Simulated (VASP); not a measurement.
Write the native input for VASP 6.6.1 that does the following.

```
Task                   : single point
Functional             : PBEsol
Potentials or basis    : VASP PAW PBE potentials, release 64 (Na_pv)
Cutoff                 : 520 eV
k mesh                 : 12 × 12 × 8
Occupations            : gaussian, width 0.15 eV
Spin                   : no spin polarisation
Dipole correction      : no
Further INCAR settings : ALGO = Fast; EDIFF = 1e-06; NBANDS = 14
```

The structure of Na lies in POSCAR:

```
Na
1.0
    3.7670009976      0.0000000000      0.0000000000
   -1.8835004988      3.2623185600      0.0000000000
    0.0000000000      0.0000000000      6.1540000000
Na
2
Direct
    0.3333333333      0.6666666667      0.2134384140
    0.6666666667      0.3333333333      0.7500000000
```

This cell differs from its parent crystal: atom 1 (Na) moved by (+0.000, -0.225) A along y and z.

One way to write it, as run:

INCAR

```
ALGO     = Fast           # electronic algorithm
EDIFF    = 1E-6           # SCF threshold, eV
ENCUT    = 520            # plane-wave cutoff, eV
GGA      = PS             # functional
ISIF     = 2              # what is computed and relaxed
ISMEAR   = 0              # smearing method
LASPH    = T              # aspherical terms in the spheres
LCHARG   = T              # write CHGCAR
LELF     = T              # ELF
LREAL    = F              # projectors in reciprocal space
LVHAR    = T            
LWAVE    = F              # write WAVECAR
NBANDS   = 14             # bands
NELM     = 60             # most SCF steps
PREC     = Accurate       # precision mode
SIGMA    = 0.15           # smearing width, eV
```

KPOINTS

```
k-points
0
Gamma
  12 12 8
```

Potentials or basis: VASP PAW PBE potentials, release 64 (Na_pv).

Launch:

```sh
$ cat potpaw_PBE.64/Na_pv/POTCAR > POTCAR
$ mpirun -np 1 vasp_std > vasp.out
```

Results of the run:

* Pressure: -0.3 GPa
* Largest force: 0.152 eV/Å
* Band gap on the k mesh: zero (bands 7 and 8 overlap by 4.11 eV)

Caveat: the cell differs from its parent crystal (atom 1 (Na) moved by (+0.000, -0.225) A along y and z); the PAW data sets were made with another functional, which shifts forces and pressure a little.

It took 2.7 min on 1 thread of Intel Xeon 8259CL (shared host), peak memory 0.25 GiB.
